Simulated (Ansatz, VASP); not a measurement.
# TiO2 in VASP and in Ansatz

```
Ti O
1.0
     4.64332    0.00000    0.00000
     0.00000    4.64332    0.00000
     0.00000    0.00000    2.96387
Ti O
2 4
Direct
  0.50000 0.50000 0.00000
  0.00000 0.00000 0.50000
  0.69487 0.69487 0.50000
  0.80513 0.19487 0.00000
  0.19487 0.80513 0.00000
  0.30513 0.30513 0.50000
```

Alike in both runs: functional PBE; k mesh 6 × 6 × 10; occupations gaussian, width 0.02 eV; no spin polarisation.

Ansatz relaxed the structure, and its values are those at the end. VASP's run is a single point on that final structure, the one shown.

|  | VASP | Ansatz |
| --- | --- | --- |
| version | VASP 6.6.1 | Ansatz 0.2.0 |
| potentials or method | VASP PAW PBE potentials, release 64 (Ti_sv, O), cutoff 520 eV | scalar-relativistic, plane waves, PAW |
| valence electrons in the cell | 48 | 48 |

```tsv
	VASP	Ansatz	Ansatz less VASP
gap on the k mesh at the Fermi level (eV)	1.84	1.86	+0.024
least direct gap on the mesh (eV)	1.84	1.86	+0.024
pressure (GPa)	0.7	0.0	-0.65
rms of the force components (eV/Å)	0.014	0.000	-0.0136
```

The functional is the same, so the differences come from potentials, cutoffs and numerics.
